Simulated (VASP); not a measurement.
# CsSi2 (P-6m2) in VASP: further runs

Runs on CsSi2. Level: PBE. Tasks: single point, relaxation of cell and atoms.

Program: VASP 6.6.1. These are calculated values, not measurements. Logs are shortened: lines on timing, memory, paths and dates and some standing lists are left out, and cuts for length are marked.

## 1. The cell of the first run

It takes space group P-6m2 (No. 187, hexagonal). The conventional cell has a = 6.282 Å, b = 6.282 Å, c = 4.447 Å, α = 90.00°, β = 90.00°, γ = 120.00°. Cs (site symmetry -6m2) has 12 Si at 3.80 to 4.91 Å and 2 Cs at 4.45 Å within 5.0 Å. Si (site symmetry 3m) has 2 Si at 2.18 to 2.27 Å within 2.9 Å.

## 2. Single point, PBE

File INCAR:

```
SYSTEM = CsSi2
PREC = Accurate
ENCUT = 520
EDIFF = 1E-7
ISMEAR = 0
SIGMA = 0.1
LREAL = .False.
LASPH = .True.
NELM = 80
ALGO = Normal
ISIF = 2
LWAVE = .False.
LCHARG = .True.
GGA = PE
LELF = .True.
LVHAR = .True.
NBANDS = 16
```

File KPOINTS:

```
regular mesh
0
Gamma
  6 6 4
  0 0 0
```

File POSCAR:

```
CsSi2
1.0
    6.2819089002      0.0000000000      0.0000000000
   -3.1409544501      5.4402926918      0.0000000000
    0.0000000000      0.0000000000      4.4466800288
Cs Si
1 2
Direct
    0.3333333333      0.6666666667      0.0000000000
    0.0000000000      0.0000000000      0.2553599472
    0.0000000000      0.0000000000      0.7446400528
```

Potentials or basis: VASP PAW PBE potentials, release 64 (Cs_sv, Si).

The run is started by

```console
$ cat potpaw_PBE.64/Cs_sv/POTCAR potpaw_PBE.64/Si/POTCAR > POTCAR
$ mpirun -np 1 vasp_std > vasp.out
```

OUTCAR:

```text
SYSTEM = CsSi2
   PREC = Accurate
   ENCUT = 520
   EDIFF = 1E-7
   ISMEAR = 0
   LREAL = .False.
   LASPH = .True.
   NELM = 80
   ISIF = 2
   GGA = PE

 ion  position               nearest neighbor table
   1  0.333  0.667  0.000-
   2  0.000  0.000  0.255-   3 2.18   3 2.27
   3  0.000  0.000  0.745-   2 2.18   2 2.27

  LATTYP: Found a hexagonal cell.
 ALAT       =     6.2819089002
 C/A-ratio  =     0.7078549052

  Lattice vectors:

 A1 = (   6.2819089002,   0.0000000000,   0.0000000000)
 A2 = (  -3.1409544501,   5.4402926918,   0.0000000000)
 A3 = (   0.0000000000,   0.0000000000,   4.4466800288)

Analysis of symmetry for initial positions (statically):
=====================================================================
 Subroutine PRICEL returns:
 Original cell was already a primitive cell.

 Routine SETGRP: Setting up the symmetry group for a
 hexagonal supercell.

 Subroutine GETGRP returns: Found 12 space group operations
 (whereof 12 operations were pure point group operations)
 out of a pool of 24 trial point group operations.

The static configuration has the point symmetry D_3h.

Analysis of symmetry for dynamics (positions and initial velocities):
=====================================================================
 Subroutine PRICEL returns:
 Original cell was already a primitive cell.

 Routine SETGRP: Setting up the symmetry group for a
 hexagonal supercell.

 Subroutine GETGRP returns: Found 12 space group operations
 (whereof 12 operations were pure point group operations)
 out of a pool of 24 trial point group operations.

The dynamic configuration has the point symmetry D_3h.

 Subroutine INISYM returns: Found 12 space group operations
 (whereof 12 operations are pure point group operations),
 and found     1 'primitive' translations

----------------------------------------------------------------------------------------

                                     Primitive cell

  volume of cell :     151.9672

  direct lattice vectors                    reciprocal lattice vectors
     6.281908900  0.000000000  0.000000000     0.159187281  0.091906820  0.000000000
    -3.140954450  5.440292692  0.000000000     0.000000000  0.183813640  0.000000000
     0.000000000  0.000000000  4.446680029     0.000000000  0.000000000  0.224886880

  length of vectors
     6.281908900  6.281908900  4.446680029     0.183813640  0.183813640  0.224886880

[... 78 lines left out ...]
   EDIFF  = 0.1E-06   stopping-criterion for ELM
   LREAL  =      F    real-space projection
   EDIFFG = 0.1E-05   stopping-criterion for IOM
   NSW    =      0    number of steps for IOM
   IBRION =     -1    ionic relax: 0-MD 1-quasi-New 2-CG
   NFREE  =      0    steps in history (QN), initial steepest desc. (CG)
   ISIF   =      2    stress and relaxation
   ISYM   =      2    0-nonsym 1-usesym 2-fastsym
   POTIM  = 0.5000    time-step for ionic-motion
   TEBEG  =    0.0;   TEEND  =   0.0 temperature during run
   PSTRESS=    0.0 pullay stress
   NELECT =      17.0000    total number of electrons
   NUPDOWN=      -1.0000    fix difference up-down
   EMIN   =  10.00;   EMAX   =-10.00  energy-range for DOS
   EFERMI =   0.00;   METHOD = LEGACY
   ISMEAR =     0;   SIGMA  =   0.10  broadening in eV -4-tet -1-fermi 0-gaus
   EFERMI_NEDOS =   21; number of points for ismear=-14 and -15
   IALGO  =     38    algorithm
   IMIX   =      4    mixing-type and parameters
     AMIX     =   0.40;   BMIX     =  1.00
     AMIX_MAG =   1.60;   BMIX_MAG =  1.00
  volume/ion in A,a.u.               =      50.66       341.84
  Fermi-wavevector in a.u.,A,eV,Ry     =   0.788814  1.490642  8.465917  0.622227
  Thomas-Fermi vector in A             =   1.893831
   LORBIT       =      0    0 simple, 1 ext, 2 COOP (PROOUT), +10 PAW based schemes
   GGA     = PE    functional components
   LHFCALC =     F    Hartree Fock is set to
   AEXX    =    0.0000 exact exchange contribution
   IVDW    =     0    specifies the selected vdW correction
   LEPSILON=     F    determine dielectric tensor
   LRPA    =     F    only Hartree local field effects (RPA)
 non-spin polarized calculation
 Gauss-broadening in eV      SIGMA  =   0.10
  energy-cutoff  :      520.00
  volume of cell :      151.97
 maximum number of plane-waves:      4128
 NGX is ok and might be reduce to    48
   NGX = 23   NGY = 23   NGZ = 17

 number of electron      16.9999999 magnetization

 Free energy of the ion-electron system (eV)
  ---------------------------------------------------
  ext. energy  EPLUGINS =         0.00000000
  ---------------------------------------------------
  free energy    TOTEN  =        -9.95172102 eV

  energy without entropy =       -9.94065862  energy(sigma->0) =       -9.94618982

 E-fermi :   0.4720     XC(G=0):  -6.3579

 val. band max:        0.4436524865   @ k =   0.3333   0.3333   0.5000
 cond. band min:       0.4799684224   @ k =   0.1667  -0.0000   0.5000
 fundamental gap:      0.0363159359
 Fermi energy:         0.4720370937

 k-point     1 :       0.0000    0.0000    0.0000
  band No.  band energies     occupation
      1     -21.5994      2.00000
      2      -8.9389      2.00000
      3      -8.4258      2.00000
      4      -8.4258      2.00000
      5      -8.2922      2.00000
      6      -2.9568      2.00000
[... 376 lines left out ...]
      3      -8.5697      2.00000
      4      -8.3910      2.00000
      5      -7.2062      2.00000
      6      -6.8177      2.00000
[... 8 lines left out ...]
     15       6.3172      0.00000
     16       6.4752      0.00000

------------------------ aborting loop because EDIFF is reached ----------------------------------------

  FORCE on cell =-STRESS in cart. coord.  units (eV):
  Direction    XX          YY          ZZ          XY          YZ          ZX
  --------------------------------------------------------------------------------------
  -------------------------------------------------------------------------------------
  Total        0.0087950      0.0087950     -0.0137158      0.0000000     -0.0000000      0.0000000
  in kB        0.0927249      0.0927249     -0.1446046      0.0000000     -0.0000000      0.0000000
  external PRESSURE =       0.0136151 kB  Pullay stress =       0.0000000 kB

 VOLUME and BASIS-vectors are now :
 -----------------------------------------------------------------------------
  energy-cutoff  :      520.00
  volume of cell :      151.97
      direct lattice vectors                 reciprocal lattice vectors
     6.281908900  0.000000000  0.000000000     0.159187281  0.091906820  0.000000000
    -3.140954450  5.440292692  0.000000000     0.000000000  0.183813640  0.000000000
     0.000000000  0.000000000  4.446680029     0.000000000  0.000000000  0.224886880

 POSITION                                       TOTAL-FORCE (eV/Angst)
 -----------------------------------------------------------------------------------
     -0.00000      3.62686      0.00000         0.000000     -0.000000      0.000000
      0.00000      0.00000      1.13550        -0.000000      0.000000     -0.019223
      0.00000      0.00000      3.31118        -0.000000      0.000000      0.019223
 -----------------------------------------------------------------------------------
    total drift:                                0.000000     -0.000000     -0.000000

  FREE ENERGIE OF THE ION-ELECTRON SYSTEM (eV)
  ---------------------------------------------------
  free  energy   TOTEN  =        -9.9517210207 eV

  energy  without entropy=       -9.9406586181  energy(sigma->0) =       -9.94618982
```

OSZICAR:

```text
N       E                     dE             d eps       ncg     rms          rms(c)
DAV:   1     0.754280996227E+02    0.75428E+02   -0.55452E+03   672   0.780E+02
DAV:   2    -0.273120375390E+01   -0.78159E+02   -0.72812E+02   896   0.130E+02
DAV:   3    -0.103974058390E+02   -0.76662E+01   -0.76444E+01   904   0.430E+01
DAV:   4    -0.105154463915E+02   -0.11804E+00   -0.11803E+00   904   0.670E+00
DAV:   5    -0.105170588192E+02   -0.16124E-02   -0.16124E-02   920   0.823E-01    0.388E+00
DAV:   6    -0.100748065681E+02    0.44225E+00   -0.34682E-01   888   0.266E+00    0.214E+00
DAV:   7    -0.992987312789E+01    0.14493E+00   -0.52322E-01   928   0.313E+00    0.448E-01
DAV:   8    -0.994426001143E+01   -0.14387E-01   -0.69246E-02   840   0.115E+00    0.378E-01
DAV:   9    -0.995025620371E+01   -0.59962E-02   -0.88196E-03   912   0.471E-01    0.137E-01
DAV:  10    -0.995113944041E+01   -0.88324E-03   -0.12520E-03   864   0.195E-01    0.820E-02
DAV:  11    -0.995165703641E+01   -0.51760E-03   -0.55407E-04   752   0.113E-01    0.294E-02
DAV:  12    -0.995171133892E+01   -0.54303E-04   -0.50260E-05   944   0.351E-02    0.768E-03
DAV:  13    -0.995171963971E+01   -0.83008E-05   -0.14170E-05   800   0.193E-02    0.534E-03
DAV:  14    -0.995172087215E+01   -0.12324E-05   -0.58371E-06   840   0.129E-02    0.131E-03
DAV:  15    -0.995172103790E+01   -0.16575E-06   -0.36652E-07   960   0.355E-03    0.793E-04
DAV:  16    -0.995172102074E+01    0.17164E-07   -0.27737E-08   704   0.956E-04
   1 F= -.99517210E+01 E0= -.99461898E+01  d E =-.110624E-01
```

Run time: 48 s. Hardware: 1 thread of Intel Xeon Platinum 8559C (Emerald Rapids), shared host; peak memory 0.27 GiB.

What came out:

```yaml
Free_energy: -9.9517 eV
Pressure: 0.0 GPa
Largest_force: 0.019 eV/Å
```

Forces in eV/Å, atoms in the order of the input:
```
Cs   0.000  0.000  0.000
Si   0.000  0.000 -0.019
Si   0.000  0.000  0.019
```

Caveat: spin-orbit coupling is left out, which moves the levels of the heavy elements.

## 3. Relaxation of cell and atoms, PBE

This run uses another cell than the first one, of 29.83 Å³/atom, 0.589 times its volume.

File INCAR:

```
SYSTEM = CsSi2
PREC = Accurate
ENCUT = 600
EDIFF = 1E-7
ISMEAR = 0
SIGMA = 0.1
LREAL = .False.
LASPH = .True.
NELM = 60
ALGO = Normal
ISIF = 3
LWAVE = .False.
LCHARG = .False.
GGA = PE
IBRION = 2
NSW = 90
EDIFFG = -0.04
```

KPOINTS is that of step 2.

File POSCAR:

```
CsSi2
1.0
    4.5783392000      0.0000000000      0.0000000000
   -2.2891696000      3.9649580500      0.0000000000
    0.0000000000      0.0000000000      4.9301063300
Cs Si
1 2
Direct
    0.3333333300      0.6666666700      0.0000000000
    0.0000000000      0.0000000000      0.2839384900
    0.0000000000      0.0000000000      0.7160615100
```

Potentials or basis: VASP PAW PBE potentials, release 64 (Cs_sv, Si).

The run is started by

```console
$ cat potpaw_PBE.64/Cs_sv/POTCAR potpaw_PBE.64/Si/POTCAR > POTCAR
$ mpirun -np 1 vasp_std > vasp.out
```

It took 7 min on 1 thread of Intel Xeon Platinum 8559C (Emerald Rapids), shared host; peak memory 0.26 GiB.

Results (log left out):

| Property | Result |
| --- | --- |
| Free energy | -9.9453 eV |
| Relaxed volume | 50.39 Å³/atom |
| Relaxed cell | a = 6.267 Å, b = 6.267 Å, c = 4.445 Å, α = 90.00°, β = 90.00°, γ = 120.00° |
| Space group after relaxing (to 0.05 Å) | P-6m2 (No. 187) |
| Energy gained by relaxing | 893.2 meV/atom |
| Ionic steps | 30 |
| Pressure after relaxing | 0.0 GPa |
| Largest force after relaxing | 0.012 eV/Å |

Forces in eV/Å, atoms in the order of the input:
```
Cs   0.000  0.000  0.000
Si   0.000  0.000  0.012
Si   0.000  0.000 -0.012
```

Step by step:
```csv
step,energy change (eV),largest force (eV/Å),pressure (GPa),volume (Å³)
1,0.0000,0.5092,12.01,89.50
2,-1.3708,0.9470,2.27,121.65
3,-1.5718,1.2153,0.06,139.52
4,-1.5971,1.3454,-0.68,148.65
5,-1.8441,2.3037,1.16,156.46
6,-1.8857,0.6870,0.26,154.53
7,-1.8876,0.8715,0.34,154.82
8,-2.0059,0.9145,0.11,159.03
9,-2.2411,2.1729,-0.96,170.12
10,-0.9586,4.5845,4.25,183.79
11,-2.1901,3.8158,-0.27,172.86
12,-2.1921,2.7581,1.68,179.51
13,-2.2912,3.7835,0.41,176.29
14,-2.2940,3.5831,0.73,177.39
15,-2.3097,3.3284,0.73,178.15
16,-2.3333,2.5300,0.78,180.40
17,-2.3539,2.4101,0.66,180.40
18,-2.4088,2.0682,0.33,180.37
19,-2.4891,1.4623,-0.28,180.29
20,-2.5478,0.5224,-1.30,180.01
21,-2.5589,0.4495,-1.25,178.91
22,-2.5879,0.2425,-1.09,175.63
23,-2.6280,0.0066,-0.70,169.20
24,-2.6339,0.4540,0.56,156.80
25,-2.6451,0.1954,-0.15,162.85
26,-2.6558,0.2227,-0.23,161.10
27,-2.6675,0.2893,-0.39,157.13
28,-2.6752,0.2282,-0.18,154.43
29,-2.6789,0.0924,0.12,151.34
30,-2.6797,0.0120,0.03,151.18
```

Final structure:
```xyz
3
Lattice="6.2667 0.0000 0.0000 -3.1333 5.4271 0.0000 0.0000 0.0000 4.4450" Properties=species:S:1:pos:R:3 pbc="T T T"
Cs    0.0000    3.6181    0.0000
Si   -3.1333    5.4271    1.1337
Si    0.0000    0.0000    3.3113
```

Levels at points of the mesh, in eV from the Fermi level:
```
           k point  band 7  band 8  band 9  band 10  band 11  band 12
(0.00, 0.00, 0.00)   -1.69   -1.69   -1.23     1.73     3.75     4.12
(0.50, 0.00, 0.00)   -1.96   -1.53   -1.30     2.59     3.33     4.56
(0.00, 0.00, 0.50)   -0.09   -0.09   -0.06    -0.06     3.53     3.73
(0.50, 0.00, 0.50)   -0.24   -0.21   -0.21     0.20     3.36     4.95
```

Caveat: the volume moved by over 15 % at a fixed basis, so the end points are rough; spin-orbit coupling is left out, which moves the levels of the heavy elements.
